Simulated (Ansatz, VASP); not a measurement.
**PtS2: VASP beside Ansatz**

The input INCAR:

```
PREC = Accurate
ENCUT = 520
EDIFF = 1E-6
ISMEAR = 0
SIGMA = 0.05
LREAL = False
LASPH = True
NELM = 100
ALGO = Normal
ISIF = 2
LWAVE = False
LCHARG = False
NBANDS = 18
```

KPOINTS

```
regular mesh
0
Gamma
  12 12 8
```

POSCAR

```
PtS2
1.0
    3.4324011697      0.0000000000      0.0000000000
   -1.7162005849      2.9725466090      0.0000000000
    0.0000000000      0.0000000000      5.3693565506
Pt S
1 2
Direct
    0.0000000000      0.0000000000      0.0000000000
    0.3333333333      0.6666666667      0.2500000000
    0.6666666667      0.3333333333      0.7500000000
```

Input for Ansatz:

```yaml
crystal:
  lattice:
    - [3.4324011697, 0.0, 0.0]
    - [-1.7162005849, 2.972546609, 0.0]
    - [0.0, 0.0, 5.3693565506]
  atoms:
    - { symbol: Pt, position: [0.0, 0.0, 0.0] }
    - { symbol: S, position: [0.3333333333, 0.6666666667, 0.25] }
    - { symbol: S, position: [0.6666666667, 0.3333333333, 0.75] }
basis:
  ecutwfc: 420
kpoints:
  mp_grid: { grid: [12, 12, 8] }
hamiltonian:
  xc: lda
scf:
  occupations: { method: gaussian, width: 0.05 }
output:
  forces: true
  stress: true
  eigenvalues: true
```

Alike in both runs: task single point; functional LDA; k mesh 12 × 12 × 8; occupations gaussian, width 0.05 eV; no spin polarisation.

|  | VASP | Ansatz |
| --- | --- | --- |
| version | VASP 6.6.1 | Ansatz 0.2.0 |
| potentials or method | VASP PAW LDA potentials, release 64 (Pt, S), cutoff 520 eV | scalar-relativistic, plane waves, PAW |
| valence electrons in the cell | 22 | 30 |

```csv
,VASP,Ansatz,Ansatz less VASP
gap on the k mesh at the Fermi level (eV),0.67,0.67,-0.001
least direct gap on the mesh (eV),0.83,0.83,-0.001
pressure (GPa),-2.6,-2.6,0.00
"traceless stress, the component that is largest in VASP (GPa)",-6.27,-6.30,-0.023
rms of the force components (eV/Å),0.464,0.466,+0.0018
```

LDA's correlation is that of Perdew and Zunger in VASP and of Perdew and Wang (1992) in Ansatz. Atom by atom the forces differ by 0.002 eV/Å (rms over components). VASP's potentials hold 22 valence electrons a cell and Ansatz's 30, so a difference there can come from the potentials and not from the codes.

Spin-orbit coupling is off throughout.
